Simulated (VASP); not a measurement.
# Ta2N (P-3m1) in VASP: a series of runs

The runs below take Ta2N through single point, with PBE.

Program: VASP 6.6.1. These are calculated values, not measurements. Logs are shortened: lines on timing, memory, paths and dates and some standing lists are left out, and cuts for length are marked.

## Step 1: The cell of the first run

The structure is trigonal, space group P-3m1 (No. 164). Conventional cell: a = 3.172 Å, b = 3.172 Å, c = 4.945 Å, α = 90.00°, β = 90.00°, γ = 120.00°. Ta (site symmetry 3m) has 3 N at 2.21 Å within 2.9 Å. N (site symmetry -3m) has 6 Ta at 2.21 Å within 2.9 Å.

## Step 2: Single point, PBE (volume scaled by 1.06, then relaxed in part)

File INCAR:

```
SYSTEM = Ta2N
ALGO = Normal ; EDIFF = 1E-7
ENCUT = 520 ; GGA = PE
ISIF = 2 ; ISMEAR = 0
LASPH = .True. ; LCHARG = .False.
LREAL = .False. ; LWAVE = .False.
NBANDS = 20 ; NELM = 100
PREC = Accurate ; SIGMA = 0.1
```

File KPOINTS:

```
k-points
0
Gamma
  18 18 10
  0 0 0
```

File POSCAR:

```
Ta2N
1.0
    3.1724518065      0.0000000000      0.0000000000
   -1.5862259032      2.7474238567      0.0000000000
    0.0000000000      0.0000000000      4.9447752190
Ta N
2 1
Direct
    0.6666666667      0.3333333333      0.7491714528
    0.3333333333      0.6666666667      0.2508285472
    0.0000000000      0.0000000000      0.0000000000
```

Potentials or basis: VASP PAW PBE potentials, release 64 (Ta_pv, N).

On the command line:

```console
cat potpaw_PBE.64/Ta_pv/POTCAR potpaw_PBE.64/N/POTCAR > POTCAR
mpirun -np 1 vasp_std > vasp.out
```

OUTCAR:

```text
SYSTEM = Ta2N
   EDIFF = 1E-7
   ENCUT = 520
   GGA = PE
   ISIF = 2
   ISMEAR = 0
   LASPH = .True.
   LREAL = .False.
   NELM = 100
   PREC = Accurate

 ion  position               nearest neighbor table
   1  0.667  0.333  0.749-   3 2.21   3 2.21   3 2.21   2 3.07   2 3.07   2 3.07   2 3.08   2 3.08
                             2 3.08
   2  0.333  0.667  0.251-   3 2.21   3 2.21   3 2.21   1 3.07   1 3.07   1 3.07   1 3.08   1 3.08
                             1 3.08
   3  0.000  0.000  0.000-   1 2.21   2 2.21   2 2.21   1 2.21   1 2.21   2 2.21

  LATTYP: Found a hexagonal cell.
 ALAT       =     3.1724518065
 C/A-ratio  =     1.5586604685

  Lattice vectors:

 A1 = (   3.1724518065,   0.0000000000,   0.0000000000)
 A2 = (  -1.5862259032,   2.7474238567,   0.0000000000)
 A3 = (   0.0000000000,   0.0000000000,   4.9447752190)

Analysis of symmetry for initial positions (statically):
=====================================================================
 Subroutine PRICEL returns:
 Original cell was already a primitive cell.

 Routine SETGRP: Setting up the symmetry group for a
 hexagonal supercell.

 Subroutine GETGRP returns: Found 12 space group operations
 (whereof 12 operations were pure point group operations)
 out of a pool of 24 trial point group operations.

The static configuration has the point symmetry D_3d.

Analysis of symmetry for dynamics (positions and initial velocities):
=====================================================================
 Subroutine PRICEL returns:
 Original cell was already a primitive cell.

 Routine SETGRP: Setting up the symmetry group for a
 hexagonal supercell.

 Subroutine GETGRP returns: Found 12 space group operations
 (whereof 12 operations were pure point group operations)
 out of a pool of 24 trial point group operations.

The dynamic configuration has the point symmetry D_3d.

 Subroutine INISYM returns: Found 12 space group operations
 (whereof 12 operations are pure point group operations),
 and found     1 'primitive' translations

----------------------------------------------------------------------------------------

                                     Primitive cell

  volume of cell :      43.0990

  direct lattice vectors                    reciprocal lattice vectors
     3.172451806  0.000000000  0.000000000     0.315213614  0.181988665  0.000000000
    -1.586225903  2.747423857  0.000000000     0.000000000  0.363977330  0.000000000
     0.000000000  0.000000000  4.944775219     0.000000000  0.000000000  0.202233662

  length of vectors
     3.172451806  3.172451806  4.944775219     0.363977330  0.363977330  0.202233662

  position of ions in fractional coordinates (direct lattice)
     0.666666667  0.333333333  0.749171453
     0.333333333  0.666666667  0.250828547
     0.000000000  0.000000000  0.000000000

  ion indices of the primitive-cell ions
   primitive index   ion index
                 1           1
                 2           2
                 3           3

----------------------------------------------------------------------------------------

 KPOINTS: k-points

Automatic generation of k-mesh.
 Grid dimensions read from file:
 generate k-points for:   18   18   10

 Generating k-lattice:

  Cartesian coordinates                     Fractional coordinates (reciprocal lattice)
     0.017511867  0.010110481  0.000000000     0.055555556  0.000000000  0.000000000
     0.000000000  0.020220963  0.000000000     0.000000000  0.055555556  0.000000000
     0.000000000  0.000000000  0.020223366     0.000000000  0.000000000  0.100000000

  Length of vectors
     0.020220963  0.020220963  0.020223366

  Shift w.r.t. Gamma in fractional coordinates (k-lattice)
     0.000000000  0.000000000  0.000000000

 Subroutine IBZKPT returns following result:
 ===========================================

 Found    330 irreducible k-points:

 Following reciprocal coordinates:
            Coordinates               Weight
  0.000000  0.000000  0.000000      1.000000
  0.055556 -0.000000  0.000000      6.000000
  0.111111 -0.000000  0.000000      6.000000
  0.166667 -0.000000  0.000000      6.000000
  0.222222 -0.000000  0.000000      6.000000
  0.277778 -0.000000  0.000000      6.000000
[... 16 lines left out ...]
  0.333333  0.111111  0.000000     12.000000
  0.388889  0.111111  0.000000     12.000000
 [... further k-points ...]
   k-points           NKPTS =    330   k-points in BZ     NKDIM =    330   number of bands    NBANDS=     20
   number of dos      NEDOS =    301   number of ions     NIONS =      3
   total plane-waves  NPLWV =  23040
   dimension x,y,z NGX =    24 NGY =   24 NGZ =   40
   dimension x,y,z NGXF=    48 NGYF=   48 NGZF=   80
   ions per type =               2   1
   NGX,Y,Z   is equivalent  to a cutoff of  12.58, 12.58, 13.45 a.u.
   NGXF,Y,Z  is equivalent  to a cutoff of  25.15, 25.15, 26.90 a.u.
 SYSTEM =  Ta2N
   PREC   = accura    normal or accurate (medium, high low for compatibility)
   ISTART =      0    job   : 0-new  1-cont  2-samecut
   ICHARG =      2    charge: 1-file 2-atom 10-const
   ISPIN  =      1    spin polarized calculation?
   LNONCOLLINEAR =      F non collinear calculations
   LSORBIT =      F    spin-orbit coupling
   LASPH  =      T    aspherical Exc in radial PAW
   ENCUT  =  520.0 eV  38.22 Ry    6.18 a.u.   5.90  5.90  9.19*2*pi/ulx,y,z
   NELM   =    100;   NELMIN=  2; NELMDL= -5     # of ELM steps
   EDIFF  = 0.1E-06   stopping-criterion for ELM
   LREAL  =      F    real-space projection
   EDIFFG = 0.1E-05   stopping-criterion for IOM
   NSW    =      0    number of steps for IOM
   IBRION =     -1    ionic relax: 0-MD 1-quasi-New 2-CG
   NFREE  =      0    steps in history (QN), initial steepest desc. (CG)
   ISIF   =      2    stress and relaxation
   ISYM   =      2    0-nonsym 1-usesym 2-fastsym
   POTIM  = 0.5000    time-step for ionic-motion
   TEBEG  =    0.0;   TEEND  =   0.0 temperature during run
   PSTRESS=    0.0 pullay stress
   NELECT =      27.0000    total number of electrons
   NUPDOWN=      -1.0000    fix difference up-down
   EMIN   =  10.00;   EMAX   =-10.00  energy-range for DOS
   EFERMI =   0.00;   METHOD = LEGACY
   ISMEAR =     0;   SIGMA  =   0.10  broadening in eV -4-tet -1-fermi 0-gaus
   EFERMI_NEDOS =   21; number of points for ismear=-14 and -15
   IALGO  =     38    algorithm
   IMIX   =      4    mixing-type and parameters
     AMIX     =   0.40;   BMIX     =  1.00
     AMIX_MAG =   1.60;   BMIX_MAG =  1.00
  volume/ion in A,a.u.               =      14.37        96.95
  Fermi-wavevector in a.u.,A,eV,Ry     =   1.400792  2.647113 26.697602  1.962218
  Thomas-Fermi vector in A             =   2.523717
   LORBIT       =      0    0 simple, 1 ext, 2 COOP (PROOUT), +10 PAW based schemes
   GGA     = PE    functional components
   LHFCALC =     F    Hartree Fock is set to
   AEXX    =    0.0000 exact exchange contribution
   IVDW    =     0    specifies the selected vdW correction
   LEPSILON=     F    determine dielectric tensor
   LRPA    =     F    only Hartree local field effects (RPA)
 non-spin polarized calculation
 Gauss-broadening in eV      SIGMA  =   0.10
  energy-cutoff  :      520.00
  volume of cell :       43.10
 maximum number of plane-waves:      1180
   NGX = 11   NGY = 11   NGZ = 19

 number of electron      27.0000001 magnetization

 Free energy of the ion-electron system (eV)
  ---------------------------------------------------
  ext. energy  EPLUGINS =         0.00000000
  ---------------------------------------------------
  free energy    TOTEN  =       -34.28233004 eV

  energy without entropy =      -34.27580330  energy(sigma->0) =      -34.27906667

 E-fermi :   6.9636     XC(G=0): -12.5624

 val. band max:        6.9612735971   @ k =   0.2222  -0.0000   0.0000
 cond. band min:       6.9678016125   @ k =   0.0556   0.0556   0.1000
 fundamental gap:      0.0065280154
 Fermi energy:         6.9636352858

 k-point     1 :       0.0000    0.0000    0.0000
  band No.  band energies     occupation
      1     -28.7227      2.00000
      2     -28.1555      2.00000
      3     -28.1555      2.00000
      4     -28.0489      2.00000
      5     -28.0489      2.00000
      6     -27.9260      2.00000
[... 12 lines left out ...]
     19       8.1651      0.00000
     20      11.5036      0.00000

 k-point     2 :       0.0556   -0.0000    0.0000
  band No.  band energies     occupation
      1     -28.7152      2.00000
      2     -28.1702      2.00000
      3     -28.1611      2.00000
      4     -28.0638      2.00000
      5     -28.0500      2.00000
      6     -27.9291      2.00000
[... 12 lines left out ...]
     19       8.3731      0.00000
     20      11.5196      0.00000

 k-point     3 :       0.1111   -0.0000    0.0000
  band No.  band energies     occupation
      1     -28.6933      2.00000
      2     -28.2127      2.00000
      3     -28.1765      2.00000
      4     -28.1058      2.00000
      5     -28.0537      2.00000
      6     -27.9386      2.00000
[... 12 lines left out ...]
     19       8.9727      0.00000
     20      11.4645      0.00000

 k-point     4 :       0.1667   -0.0000    0.0000
  band No.  band energies     occupation
      1     -28.6585      2.00000
      2     -28.2782      2.00000
      3     -28.1992      2.00000
      4     -28.1682      2.00000
      5     -28.0602      2.00000
      6     -27.9546      2.00000
[... 12 lines left out ...]
     19       9.8294      0.00000
     20      11.2742      0.00000

 k-point     5 :       0.2222   -0.0000    0.0000
  band No.  band energies     occupation
      1     -28.6137      2.00000
      2     -28.3588      2.00000
      3     -28.2416      2.00000
      4     -28.2257      2.00000
      5     -28.0694      2.00000
      6     -27.9771      2.00000
[... 12 lines left out ...]
     19      10.6526      0.00000
     20      11.0631      0.00000
[... 353 lines left out ...]
      6     -28.0153      2.00000
[... 12 lines left out ...]
     19      10.9695      0.00000
     20      11.5680      0.00000

 k-point    22 :       0.2778    0.1111    0.0000
  band No.  band energies     occupation
      1     -28.5430      2.00000
      2     -28.4689      2.00000
      3     -28.4062      2.00000
      4     -28.2768      2.00000
      5     -28.1248      2.00000
      6     -28.0491      2.00000
[... 12 lines left out ...]
     19      11.0930      0.00000
     20      11.7959      0.00000

 k-point    23 :       0.3333    0.1111    0.0000
  band No.  band energies     occupation
      1     -28.5943      2.00000
      2     -28.4585      2.00000
      3     -28.4063      2.00000
      4     -28.3110      2.00000
      5     -28.1362      2.00000
      6     -28.0854      2.00000
[... 12 lines left out ...]
     19      11.2124      0.00000
     20      11.5261      0.00000

 k-point    24 :       0.3889    0.1111    0.0000
  band No.  band energies     occupation
      1     -28.6327      2.00000
      2     -28.4734      2.00000
      3     -28.3707      2.00000
      4     -28.3335      2.00000
      5     -28.1435      2.00000
      6     -28.1176      2.00000
[... 12 lines left out ...]
     19      11.2217      0.00000
     20      11.3420      0.00000

 [... further k-points ...]
[... 5 lines left out ...]
  --------------------------------------------------------------------------------------
  -------------------------------------------------------------------------------------
  Total       -3.5678365     -3.5678365     -3.5955482     -0.0000000     -0.0000000      0.0000000
  in kB     -132.6319876   -132.6319876   -133.6621518     -0.0000000     -0.0000000      0.0000000
  external PRESSURE =    -132.9753757 kB  Pullay stress =       0.0000000 kB

 VOLUME and BASIS-vectors are now :
 -----------------------------------------------------------------------------
  energy-cutoff  :      520.00
  volume of cell :       43.10
      direct lattice vectors                 reciprocal lattice vectors
     3.172451806  0.000000000  0.000000000     0.315213614  0.181988665  0.000000000
    -1.586225903  2.747423857  0.000000000     0.000000000  0.363977330  0.000000000
     0.000000000  0.000000000  4.944775219     0.000000000  0.000000000  0.202233662

 POSITION                                       TOTAL-FORCE (eV/Angst)
 -----------------------------------------------------------------------------------
      1.58623      0.91581      3.70448         0.000000      0.000000     -0.037769
     -0.00000      1.83162      1.24029        -0.000000      0.000000      0.037769
      0.00000      0.00000      0.00000        -0.000000      0.000000      0.000000
 -----------------------------------------------------------------------------------
    total drift:                                0.000000     -0.000000      0.000000

  FREE ENERGIE OF THE ION-ELECTRON SYSTEM (eV)
  ---------------------------------------------------
  free  energy   TOTEN  =       -34.2823300410 eV

  energy  without entropy=      -34.2758032964  energy(sigma->0) =      -34.27906667
```

Wall time 6.2 min (1 thread of Intel Xeon Platinum 8375C at 2.90GHz (Ice Lake), shared host); peak memory 0.36 GiB.

Results:

- Free energy: -34.2823 eV
- Pressure: -13.3 GPa
- Largest force: 0.038 eV/Å

Forces on the atoms (eV/Å):
```
Ta   0.000  0.000 -0.038
Ta   0.000  0.000  0.038
N    0.000  0.000  0.000
```

Levels at points of the mesh, in eV from the Fermi level:
```tsv
k point	band 10	band 11	band 12	band 13	band 14	band 15	band 16	band 17
(0.00, 0.00, 0.00)	-5.92	-4.92	-0.56	-0.24	-0.24	0.24	0.24	0.38
(0.50, 0.00, 0.00)	-6.18	-4.22	-2.51	-1.42	1.72	1.76	3.32	3.63
(0.00, 0.00, 0.50)	-6.07	-2.66	-2.56	-1.06	-1.06	1.52	1.68	2.06
(0.50, 0.00, 0.50)	-5.96	-3.13	-2.10	-2.09	-0.06	0.78	2.92	3.14
```

Caveat: spin-orbit coupling is left out, which moves the levels of the heavy elements.

## Step 3: Single point, PBE (strained)

File INCAR:

```
SYSTEM = Ta2N
  PREC = Accurate
  ENCUT = 600
  EDIFF = 1E-6
  ISMEAR = 0
  SIGMA = 0.1
  LREAL = .FALSE.
  LASPH = .TRUE.
  NELM = 120
  ALGO = Normal
  ISIF = 2
  LWAVE = .FALSE.
  LCHARG = .FALSE.
  GGA = PE
  NBANDS = 22
  GGA_COMPAT = .FALSE.
```

File KPOINTS:

```
Automatic mesh
0
G
  15 15 10
  0 0 0
```

File POSCAR:

```
Ta2N
1.0
    2.9579032602      0.0000000000      0.0000000000
   -1.4789516301      2.5616193653      0.0000000000
    0.0000000000      0.0000000000      4.9196107750
Ta N
2 1
Direct
    0.6666666667      0.3333333333      0.7377441241
    0.3333333333      0.6666666667      0.2622558759
    0.0000000000      0.0000000000      0.0000000000
```

Potentials or basis: VASP PAW PBE potentials, release 64 (Ta_sv_GW, N).

On the command line:

```console
cat potpaw_PBE.64/Ta_sv_GW/POTCAR potpaw_PBE.64/N/POTCAR > POTCAR
mpirun -np 1 vasp_std > vasp.out
```

Wall time 72 s (1 thread of Intel Xeon 6975P-C (Granite Rapids), shared host); peak memory 0.35 GiB.

It converged, with:

```
Free energy   : -39.0880 eV
Pressure      : 27.7 GPa
Largest force : 0.202 eV/Å
```

Forces in eV/Å, atoms in the order of the input:
```
Ta   0.000  0.000  0.202
Ta   0.000  0.000 -0.202
N    0.000  0.000  0.000
```

Stress tensor (GPa, compression positive):
```
30.73  0.00  0.00
 0.00 30.73  0.00
 0.00  0.00 21.73
```

Levels at points of the mesh, in eV from the Fermi level:
```csv
k point,band 12,band 13,band 14,band 15,band 16,band 17,band 18,band 19
"(0.00, 0.00, 0.00)",-5.82,-5.15,-1.20,-0.23,-0.23,-0.06,0.92,0.92
"(0.00, 0.00, 0.50)",-6.01,-3.79,-2.72,-0.95,-0.95,1.58,2.62,2.62
```

Caveat: the cell differs from its parent crystal (strained); spin-orbit coupling is left out, which moves the levels of the heavy elements.
